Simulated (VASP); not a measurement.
Set up this calculation in VASP 6.6.1, as the native input.

| Item | Value |
| --- | --- |
| Task | relaxation of the atoms |
| Functional | r2SCAN |
| Dispersion | D4 |
| Potentials or basis | VASP PAW PBE potentials, release 64 (Mn_pv, S) |
| Cutoff | 500 eV |
| k mesh | 4 × 4 × 4 |
| Occupations | fermi-dirac, width 0.1 eV |
| Spin | collinear spin, ferromagnetic start |
| Starting moments | [4.0, 0.0] μB |
| Dipole correction | no |
| Further INCAR settings | ALGO = Normal; EDIFF = 1e-07; IBRION = 2; EDIFFG = -0.05; NSW = 80 |

The system is MnS.

```
Mn S
1.0
     0.00000    2.60450    2.60450
     2.60450    0.00000    2.60450
     2.60450    2.60450    0.00000
Mn S
1 1
Direct
  0.00000 0.00000 0.00000
  0.50000 0.50000 0.50000
```

One way to write it, as run:

POSCAR

```
MnS
1.0
    0.0000000000      2.6045000000      2.6045000000
    2.6045000000      0.0000000000      2.6045000000
    2.6045000000      2.6045000000      0.0000000000
Mn S
1 1
Direct
    0.0000000000      0.0000000000      0.0000000000
    0.5000000000      0.5000000000      0.5000000000
```

INCAR.step1

```
SYSTEM = MnS
PREC = Accurate ; ENCUT = 500
ISMEAR = -1 ; SIGMA = 0.1
LREAL = .False. ; LASPH = .True.
NELM = 200 ; ISPIN = 2
MAGMOM = 4 0 ; LMAXMIX = 4
GGA = PE ; ALGO = Normal
EDIFF = 1E-5 ; LWAVE = .True.
LCHARG = .False. ; GGA_COMPAT = .False.
IBRION = 2 ; EDIFFG = -0.01
NELMIN = 4 ; NSW = 100
```

INCAR.step2

```
SYSTEM = MnS
PREC = Accurate ; ENCUT = 500
EDIFF = 1E-7 ; ISMEAR = -1
SIGMA = 0.1 ; LREAL = .False.
LASPH = .True. ; NELM = 200
ALGO = Normal ; ISIF = 2
LWAVE = .False. ; LCHARG = .False.
ISPIN = 2 ; MAGMOM = 4 0
LORBIT = 11 ; LMAXMIX = 4
METAGGA = R2SCAN ; LMIXTAU = .True.
IVDW = 13 ; VDW_S6 = 1.0
VDW_S8 = 0.6018749 ; VDW_A1 = 0.51559235
VDW_A2 = 5.77342911 ; IBRION = 2
NSW = 80 ; EDIFFG = -0.05
ISTART = 1 ; GGA_COMPAT = .False.
NELMIN = 4
```

KPOINTS

```
regular mesh
0
Gamma
  4 4 4
  0 0 0
```

Potentials or basis: VASP PAW PBE potentials, release 64 (Mn_pv, S).

Command:

```bash
$ cat potpaw_PBE.64/Mn_pv/POTCAR potpaw_PBE.64/S/POTCAR > POTCAR
$ cp INCAR.step1 INCAR
$ mpirun -np 1 vasp_std > vasp.out
$ cp INCAR.step2 INCAR
$ mpirun -np 1 vasp_std > vasp.out
```

It gave:

| Item | Value |
| --- | --- |
| Pressure after relaxing | -1.7 GPa |
| Net moment | 4.90 μB per cell |
| Site moments | Mn +4.45; S +0.13 μB |
| Valence electrons inside the program's atomic spheres | Mn 11.28; S 3.79 |
| Dispersion energy per atom | -0.145 eV |

Caveat: the k points lie up to 0.52 Å⁻¹ apart; the relaxation stopped at its first step, so nothing moved; the PAW data sets were made with another functional, which shifts forces and pressure a little; a cell with one magnetic atom can't hold antiferromagnetic order, which such compounds often take.

It took 28 s on 1 thread of Intel(R) Xeon(R) 6975P-C (Granite Rapids), on a shared host, peak memory 0.18 GiB.
